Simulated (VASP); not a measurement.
# CsTlS (P4/mmm) in VASP: a series of runs

Runs on CsTlS. Level: PBE. Tasks: single point, relaxation of cell and atoms.

Everything below comes from runs of VASP 6.6.1. Logs are shortened: lines on timing, memory, paths and dates and some standing lists are left out, and cuts for length are marked.

### 1 The cell of the first run

Symmetry: P4/mmm, No. 123, tetragonal system. The conventional cell has a = 4.730 Å, b = 4.730 Å, c = 5.378 Å, α = 90.00°, β = 90.00°, γ = 90.00°. Within 4.4 Å of Cs (site symmetry 4/mmm) lie 4 S at 3.34 Å and 8 Tl at 4.29 Å. Tl (site symmetry 4/mmm) has 2 S at 2.69 Å within 3.5 Å. Within 3.5 Å of S (site symmetry 4/mmm) lie 2 Tl at 2.69 Å and 4 Cs at 3.34 Å.

The cell was built from a structure type or drawn by symmetry, and may not be a known phase.

### 2 Single point, PBE

Input file INCAR:

```
PREC     = Accurate       # precision mode
ENCUT    = 520            # plane-wave cutoff, eV
EDIFF    = 1E-6           # SCF threshold, eV
ISMEAR   = 0              # smearing method
SIGMA    = 0.1            # smearing width, eV
LREAL    = False          # projectors in reciprocal space
LASPH    = True           # aspherical terms in the spheres
NELM     = 80             # most SCF steps
ALGO     = Normal         # electronic algorithm
ISIF     = 2              # what is computed and relaxed
LWAVE    = False          # write WAVECAR
LCHARG   = False          # write CHGCAR
GGA      = PE             # functional
NBANDS   = 21             # bands
```

Input file KPOINTS:

```
Automatic mesh
0
Gamma
  4 4 4
```

Input file POSCAR:

```
CsTlS
1.0
    4.7303721800      0.0000000000      0.0000000000
    0.0000000000      4.7303721800      0.0000000000
    0.0000000000      0.0000000000      5.3777385500
Cs Tl S
1 1 1
Direct
    0.5000000000      0.5000000000      0.5000000000
    0.0000000000      0.0000000000      0.0000000000
    0.0000000000      0.0000000000      0.5000000000
```

Potentials or basis: VASP PAW PBE potentials, release 64 (Cs_sv, Tl_d, S).

Run with:

```console
$ cat potpaw_PBE.64/Cs_sv/POTCAR potpaw_PBE.64/Tl_d/POTCAR potpaw_PBE.64/S/POTCAR > POTCAR
$ mpirun -np 1 vasp_std > vasp.out
```

OUTCAR:

```text
PREC = Accurate
   ENCUT = 520
   EDIFF = 1E-6
   ISMEAR = 0
   LREAL = False
   LASPH = True
   NELM = 80
   ISIF = 2
   GGA = PE

 ion  position               nearest neighbor table
   1  0.500  0.500  0.500-
   2  0.000  0.000  0.000-   3 2.69   3 2.69
   3  0.000  0.000  0.500-   2 2.69   2 2.69

  LATTYP: Found a simple tetragonal cell.
 ALAT       =     4.7303721800
 C/A-ratio  =     1.1368531577

  Lattice vectors:

 A1 = (   4.7303721800,   0.0000000000,   0.0000000000)
 A2 = (   0.0000000000,   4.7303721800,   0.0000000000)
 A3 = (   0.0000000000,   0.0000000000,   5.3777385500)

Analysis of symmetry for initial positions (statically):
=====================================================================
 Subroutine PRICEL returns:
 Original cell was already a primitive cell.

 Routine SETGRP: Setting up the symmetry group for a
 simple tetragonal supercell.

 Subroutine GETGRP returns: Found 16 space group operations
 (whereof 16 operations were pure point group operations)
 out of a pool of 16 trial point group operations.

The static configuration has the point symmetry D_4h.

Analysis of symmetry for dynamics (positions and initial velocities):
=====================================================================
 Subroutine PRICEL returns:
 Original cell was already a primitive cell.

 Routine SETGRP: Setting up the symmetry group for a
 simple tetragonal supercell.

 Subroutine GETGRP returns: Found 16 space group operations
 (whereof 16 operations were pure point group operations)
 out of a pool of 16 trial point group operations.

The dynamic configuration has the point symmetry D_4h.

 Subroutine INISYM returns: Found 16 space group operations
 (whereof 16 operations are pure point group operations),
 and found     1 'primitive' translations

----------------------------------------------------------------------------------------

                                     Primitive cell

  volume of cell :     120.3345

  direct lattice vectors                    reciprocal lattice vectors
     4.730372180  0.000000000  0.000000000     0.211399856  0.000000000  0.000000000
     0.000000000  4.730372180  0.000000000     0.000000000  0.211399856  0.000000000
     0.000000000  0.000000000  5.377738550     0.000000000  0.000000000  0.185951770

  length of vectors
     4.730372180  4.730372180  5.377738550     0.211399856  0.211399856  0.185951770

  position of ions in fractional coordinates (direct lattice)
     0.500000000  0.500000000  0.500000000
     0.000000000  0.000000000  0.000000000
     0.000000000  0.000000000  0.500000000

  ion indices of the primitive-cell ions
   primitive index   ion index
                 1           1
                 2           2
                 3           3

----------------------------------------------------------------------------------------

 KPOINTS: Automatic mesh

Automatic generation of k-mesh.
 Grid dimensions read from file:
 generate k-points for:    4    4    4

 Generating k-lattice:

  Cartesian coordinates                     Fractional coordinates (reciprocal lattice)
     0.052849964  0.000000000  0.000000000     0.250000000  0.000000000  0.000000000
     0.000000000  0.052849964  0.000000000     0.000000000  0.250000000  0.000000000
     0.000000000  0.000000000  0.046487942     0.000000000  0.000000000  0.250000000

  Length of vectors
     0.052849964  0.052849964  0.046487942

  Shift w.r.t. Gamma in fractional coordinates (k-lattice)
     0.000000000  0.000000000  0.000000000

 Subroutine IBZKPT returns following result:
 ===========================================

 Found     18 irreducible k-points:

 Following reciprocal coordinates:
            Coordinates               Weight
  0.000000  0.000000  0.000000      1.000000
  0.250000  0.000000  0.000000      4.000000
  0.500000  0.000000  0.000000      2.000000
  0.250000  0.250000  0.000000      4.000000
  0.500000  0.250000  0.000000      4.000000
  0.500000  0.500000  0.000000      1.000000
[... 10 lines left out ...]
  0.500000  0.250000  0.500000      4.000000
  0.500000  0.500000  0.500000      1.000000
   k-points           NKPTS =     18   k-points in BZ     NKDIM =     18   number of bands    NBANDS=     21
   number of dos      NEDOS =    301   number of ions     NIONS =      3
   total plane-waves  NPLWV =  51840
   dimension x,y,z NGX =    36 NGY =   36 NGZ =   40
   dimension x,y,z NGXF=    72 NGYF=   72 NGZF=   80
   ions per type =               1   1   1
   NGX,Y,Z   is equivalent  to a cutoff of  12.65, 12.65, 12.37 a.u.
   NGXF,Y,Z  is equivalent  to a cutoff of  25.30, 25.30, 24.73 a.u.
 SYSTEM =  unknown system
   PREC   = accura    normal or accurate (medium, high low for compatibility)
   ISTART =      0    job   : 0-new  1-cont  2-samecut
   ICHARG =      2    charge: 1-file 2-atom 10-const
   ISPIN  =      1    spin polarized calculation?
   LNONCOLLINEAR =      F non collinear calculations
   LSORBIT =      F    spin-orbit coupling
   LASPH  =      T    aspherical Exc in radial PAW
   ENCUT  =  520.0 eV  38.22 Ry    6.18 a.u.   8.80  8.80 10.00*2*pi/ulx,y,z
   NELM   =     80;   NELMIN=  2; NELMDL= -5     # of ELM steps
   EDIFF  = 0.1E-05   stopping-criterion for ELM
   LREAL  =      F    real-space projection
   EDIFFG = 0.1E-04   stopping-criterion for IOM
   NSW    =      0    number of steps for IOM
   IBRION =     -1    ionic relax: 0-MD 1-quasi-New 2-CG
   NFREE  =      0    steps in history (QN), initial steepest desc. (CG)
   ISIF   =      2    stress and relaxation
   ISYM   =      2    0-nonsym 1-usesym 2-fastsym
   POTIM  = 0.5000    time-step for ionic-motion
   TEBEG  =    0.0;   TEEND  =   0.0 temperature during run
   PSTRESS=    0.0 pullay stress
   NELECT =      28.0000    total number of electrons
   NUPDOWN=      -1.0000    fix difference up-down
   EMIN   =  10.00;   EMAX   =-10.00  energy-range for DOS
   EFERMI =   0.00;   METHOD = LEGACY
   ISMEAR =     0;   SIGMA  =   0.10  broadening in eV -4-tet -1-fermi 0-gaus
   EFERMI_NEDOS =   21; number of points for ismear=-14 and -15
   IALGO  =     38    algorithm
   IMIX   =      4    mixing-type and parameters
     AMIX     =   0.40;   BMIX     =  1.00
     AMIX_MAG =   1.60;   BMIX_MAG =  1.00
  volume/ion in A,a.u.               =      40.11       270.69
  Fermi-wavevector in a.u.,A,eV,Ry     =   1.006926  1.902814 13.794937  1.013899
  Thomas-Fermi vector in A             =   2.139699
   LORBIT       =      0    0 simple, 1 ext, 2 COOP (PROOUT), +10 PAW based schemes
   GGA     = PE    functional components
   LHFCALC =     F    Hartree Fock is set to
   AEXX    =    0.0000 exact exchange contribution
   IVDW    =     0    specifies the selected vdW correction
   LEPSILON=     F    determine dielectric tensor
   LRPA    =     F    only Hartree local field effects (RPA)
 non-spin polarized calculation
 Gauss-broadening in eV      SIGMA  =   0.10
  energy-cutoff  :      520.00
  volume of cell :      120.33
 maximum number of plane-waves:      3272
 NGX is ok and might be reduce to    36
   NGX = 17   NGY = 17   NGZ = 19

 number of electron      28.0000003 magnetization

 Free energy of the ion-electron system (eV)
  ---------------------------------------------------
  ext. energy  EPLUGINS =         0.00000000
  ---------------------------------------------------
  free energy    TOTEN  =        -8.52247916 eV

  energy without entropy =       -8.51132839  energy(sigma->0) =       -8.51690377

 E-fermi :   2.8661     XC(G=0):  -7.8900

 val. band max:        2.8462835026   @ k =   0.5000   0.0000   0.0000
 cond. band min:       2.8920022212   @ k =   0.5000   0.2500   0.2500
 fundamental gap:      0.0457187186
 Fermi energy:         2.8661342085

 k-point     1 :       0.0000    0.0000    0.0000
  band No.  band energies     occupation
      1     -19.0486      2.00000
      2     -10.3389      2.00000
      3      -9.1357      2.00000
      4      -9.1122      2.00000
      5      -8.9982      2.00000
      6      -8.9982      2.00000
[... 13 lines left out ...]
     20       7.9543      0.00000
     21       7.9957      0.00000

 k-point     2 :       0.2500    0.0000    0.0000
  band No.  band energies     occupation
      1     -19.0372      2.00000
      2     -10.3888      2.00000
      3      -9.1246      2.00000
      4      -9.1177      2.00000
      5      -9.0058      2.00000
      6      -8.9977      2.00000
[... 13 lines left out ...]
     20       8.1167      0.00000
     21       8.2557      0.00000

 k-point     3 :       0.5000    0.0000    0.0000
  band No.  band energies     occupation
      1     -19.0257      2.00000
      2     -10.4399      2.00000
      3      -9.1232      2.00000
      4      -9.1140      2.00000
      5      -9.0133      2.00000
      6      -8.9971      2.00000
[... 13 lines left out ...]
     20       8.5369      0.00000
     21       8.6451      0.00000

 k-point     4 :       0.2500    0.2500    0.0000
  band No.  band energies     occupation
      1     -19.0271      2.00000
      2     -10.3894      2.00000
      3      -9.1224      2.00000
      4      -9.1125      2.00000
      5      -9.0052      2.00000
      6      -9.0029      2.00000
[... 13 lines left out ...]
     20       7.5788      0.00000
     21       7.9738      0.00000

 k-point     5 :       0.5000    0.2500    0.0000
  band No.  band energies     occupation
      1     -19.0170      2.00000
      2     -10.3914      2.00000
      3      -9.1271      2.00000
      4      -9.1009      2.00000
      5      -9.0105      2.00000
      6      -9.0024      2.00000
[... 13 lines left out ...]
     20       8.9976      0.00000
     21       9.1253      0.00000
[... 238 lines left out ...]
     20       7.9412      0.00000
     21       8.8251      0.00000

 k-point    16 :       0.2500    0.2500    0.5000
  band No.  band energies     occupation
      1     -19.0238      2.00000
      2      -9.5565      2.00000
      3      -9.1896      2.00000
      4      -9.1230      2.00000
      5      -9.1119      2.00000
      6      -9.0223      2.00000
[... 13 lines left out ...]
     20       8.1178      0.00000
     21       8.9480      0.00000

 k-point    17 :       0.5000    0.2500    0.5000
  band No.  band energies     occupation
      1     -19.0139      2.00000
      2      -9.5605      2.00000
      3      -9.1869      2.00000
      4      -9.1295      2.00000
      5      -9.0999      2.00000
      6      -9.0249      2.00000
[... 13 lines left out ...]
     20       8.9865      0.00000
     21       9.1318      0.00000

 k-point    18 :       0.5000    0.5000    0.5000
  band No.  band energies     occupation
      1     -19.0052      2.00000
      2      -9.4512      2.00000
      3      -9.1838      2.00000
      4      -9.1378      2.00000
      5      -9.0880      2.00000
      6      -9.0308      2.00000
[... 13 lines left out ...]
     20       8.7584      0.00000
     21       9.2738      0.00000

------------------------ aborting loop because EDIFF is reached ----------------------------------------

  FORCE on cell =-STRESS in cart. coord.  units (eV):
  Direction    XX          YY          ZZ          XY          YZ          ZX
  --------------------------------------------------------------------------------------
  -------------------------------------------------------------------------------------
  Total        2.0757912      2.0757912      1.2613723      0.0000000      0.0000000     -0.0000000
  in kB       27.6378304     27.6378304     16.7943639      0.0000000      0.0000000     -0.0000000
  external PRESSURE =      24.0233416 kB  Pullay stress =       0.0000000 kB

 VOLUME and BASIS-vectors are now :
 -----------------------------------------------------------------------------
  energy-cutoff  :      520.00
  volume of cell :      120.33
      direct lattice vectors                 reciprocal lattice vectors
     4.730372180  0.000000000  0.000000000     0.211399856  0.000000000  0.000000000
     0.000000000  4.730372180  0.000000000     0.000000000  0.211399856  0.000000000
     0.000000000  0.000000000  5.377738550     0.000000000  0.000000000  0.185951770

 POSITION                                       TOTAL-FORCE (eV/Angst)
 -----------------------------------------------------------------------------------
      2.36519      2.36519      2.68887         0.000000      0.000000      0.000000
      0.00000      0.00000      0.00000         0.000000      0.000000      0.000000
      0.00000      0.00000      2.68887         0.000000      0.000000      0.000000
 -----------------------------------------------------------------------------------
    total drift:                                0.000000      0.000000      0.000000

  FREE ENERGIE OF THE ION-ELECTRON SYSTEM (eV)
  ---------------------------------------------------
  free  energy   TOTEN  =        -8.5224791568 eV

  energy  without entropy=       -8.5113283877  energy(sigma->0) =       -8.51690377
```

Wall time 16 s (1 thread of Intel Xeon 6975P-C (Granite Rapids), shared host); peak memory 0.24 GiB.

What came out:

```
Free energy            : -8.5225 eV
Pressure               : 2.4 GPa
Band gap on the k mesh : zero (bands 14 and 15 overlap by 0.83 eV)
```

Caveat: spin-orbit coupling is left out, which moves the levels of the heavy elements.

### 3 Single point, PBE

This run uses another cell than the first one, of 45.58 Å³/atom.

Input file INCAR:

```
SYSTEM = CsTlS
PREC = Accurate
ENCUT = 520
EDIFF = 1E-6
ISMEAR = 0
SIGMA = 0.1
LREAL = .False.
LASPH = .True.
NELM = 80
ALGO = Normal
ISIF = 2
LWAVE = .False.
LCHARG = .True.
GGA = PE
LELF = .True.
LVHAR = .True.
NBANDS = 21
```

Input file KPOINTS:

```
regular mesh
0
Gamma
  4 4 4
  0 0 0
```

Input file POSCAR:

```
CsTlS
1.0
    4.9878064156      0.0000000000      0.0000000000
    0.0000000000      4.9878064156      0.0000000000
    0.0000000000      0.0000000000      5.4965769451
Cs Tl S
1 1 1
Direct
    0.5000000000      0.5000000000      0.5000000000
    0.0000000000      0.0000000000      0.0000000000
    0.0000000000      0.0000000000      0.5000000000
```

Potentials or basis: VASP PAW PBE potentials, release 64 (Cs_sv, Tl_d, S).

Run with:

```console
$ cat potpaw_PBE.64/Cs_sv/POTCAR potpaw_PBE.64/Tl_d/POTCAR potpaw_PBE.64/S/POTCAR > POTCAR
$ mpirun -np 1 vasp_std > vasp.out
```

OUTCAR:

```text
SYSTEM = CsTlS
   PREC = Accurate
   ENCUT = 520
   EDIFF = 1E-6
   ISMEAR = 0
   LREAL = .False.
   LASPH = .True.
   NELM = 80
   ISIF = 2
   GGA = PE

 ion  position               nearest neighbor table
   1  0.500  0.500  0.500-
   2  0.000  0.000  0.000-   3 2.75   3 2.75
   3  0.000  0.000  0.500-   2 2.75   2 2.75

  LATTYP: Found a simple tetragonal cell.
 ALAT       =     4.9878064156
 C/A-ratio  =     1.1020028620

  Lattice vectors:

 A1 = (   4.9878064156,   0.0000000000,   0.0000000000)
 A2 = (   0.0000000000,   4.9878064156,   0.0000000000)
 A3 = (   0.0000000000,   0.0000000000,   5.4965769451)

Analysis of symmetry for initial positions (statically):
=====================================================================
 Subroutine PRICEL returns:
 Original cell was already a primitive cell.

 Routine SETGRP: Setting up the symmetry group for a
 simple tetragonal supercell.

 Subroutine GETGRP returns: Found 16 space group operations
 (whereof 16 operations were pure point group operations)
 out of a pool of 16 trial point group operations.

The static configuration has the point symmetry D_4h.
[... 153 lines left out ...]
  free energy    TOTEN  =        -8.65411287 eV

  energy without entropy =       -8.63833860  energy(sigma->0) =       -8.64622573

 E-fermi :   2.3104     XC(G=0):  -7.3548

 val. band max:        2.2532709130   @ k =   0.5000   0.0000   0.2500
 cond. band min:       2.3237236295   @ k =   0.2500   0.0000   0.5000
 fundamental gap:      0.0704527164
 Fermi energy:         2.3103965124

 k-point     1 :       0.0000    0.0000    0.0000
  band No.  band energies     occupation
      1     -19.9887      2.00000
      2     -10.6862      2.00000
      3      -9.7364      2.00000
      4      -9.7259      2.00000
      5      -9.5826      2.00000
      6      -9.5826      2.00000
[... 421 lines left out ...]
     20       7.6502      0.00000
     21       8.1415      0.00000

------------------------ aborting loop because EDIFF is reached ----------------------------------------

  FORCE on cell =-STRESS in cart. coord.  units (eV):
  Direction    XX          YY          ZZ          XY          YZ          ZX
  --------------------------------------------------------------------------------------
  -------------------------------------------------------------------------------------
  Total        0.2315741      0.2315741      0.0752938      0.0000000      0.0000000      0.0000000
  in kB        2.7132453      2.7132453      0.8821818      0.0000000      0.0000000      0.0000000
  external PRESSURE =       2.1028908 kB  Pullay stress =       0.0000000 kB

 VOLUME and BASIS-vectors are now :
 -----------------------------------------------------------------------------
  energy-cutoff  :      520.00
  volume of cell :      136.75
      direct lattice vectors                 reciprocal lattice vectors
     4.987806416  0.000000000  0.000000000     0.200488936  0.000000000  0.000000000
     0.000000000  4.987806416  0.000000000     0.000000000  0.200488936  0.000000000
     0.000000000  0.000000000  5.496576945     0.000000000  0.000000000  0.181931411

 POSITION                                       TOTAL-FORCE (eV/Angst)
 -----------------------------------------------------------------------------------
      2.49390      2.49390      2.74829         0.000000      0.000000      0.000000
      0.00000      0.00000      0.00000         0.000000      0.000000      0.000000
      0.00000      0.00000      2.74829         0.000000      0.000000      0.000000
 -----------------------------------------------------------------------------------
    total drift:                               -0.000000      0.000000     -0.000000

  FREE ENERGIE OF THE ION-ELECTRON SYSTEM (eV)
  ---------------------------------------------------
  free  energy   TOTEN  =        -8.6541128683 eV

  energy  without entropy=       -8.6383385961  energy(sigma->0) =       -8.64622573
```

OSZICAR:

```text
N       E                     dE             d eps       ncg     rms          rms(c)
DAV:   1     0.161434196988E+03    0.16143E+03   -0.12036E+04   756   0.109E+03
DAV:   2     0.249014627973E+01   -0.15894E+03   -0.15327E+03   936   0.224E+02
DAV:   3    -0.101687266021E+02   -0.12659E+02   -0.12533E+02   916   0.567E+01
DAV:   4    -0.103636040765E+02   -0.19488E+00   -0.19478E+00   859   0.798E+00
DAV:   5    -0.103666343624E+02   -0.30303E-02   -0.30298E-02   972   0.997E-01    0.662E+00
DAV:   6    -0.869851480979E+01    0.16681E+01   -0.58228E+00   879   0.764E+00    0.458E+00
DAV:   7    -0.868045124636E+01    0.18064E-01   -0.40680E-01   861   0.245E+00    0.217E+00
DAV:   8    -0.865549506289E+01    0.24956E-01   -0.48533E-02   864   0.102E+00    0.428E-01
DAV:   9    -0.865314825989E+01    0.23468E-02   -0.23667E-02   921   0.578E-01    0.362E-01
DAV:  10    -0.865406578066E+01   -0.91752E-03   -0.42117E-03   821   0.265E-01    0.116E-01
DAV:  11    -0.865405199498E+01    0.13786E-04   -0.17975E-03   846   0.188E-01    0.317E-02
DAV:  12    -0.865411522694E+01   -0.63232E-04   -0.17249E-04   826   0.576E-02    0.347E-02
DAV:  13    -0.865411268141E+01    0.25455E-05   -0.33589E-05   881   0.219E-02    0.152E-02
DAV:  14    -0.865411286826E+01   -0.18684E-06   -0.90396E-06   801   0.117E-02
   1 F= -.86541129E+01 E0= -.86462257E+01  d E =-.157743E-01
```

Wall time 22 s (1 thread of Intel Xeon 6975P-C (Granite Rapids), shared host); peak memory 0.26 GiB.

What came out:

```
Free energy            : -8.6541 eV
Pressure               : 0.2 GPa
Band gap on the k mesh : zero (bands 14 and 15 overlap by 0.53 eV)
```

Stress tensor (GPa, compression positive):
```
0.27 0.00 0.00
0.00 0.27 0.00
0.00 0.00 0.09
```

Caveat: spin-orbit coupling is left out, which moves the levels of the heavy elements.

(Continued in part 2 of 2.)
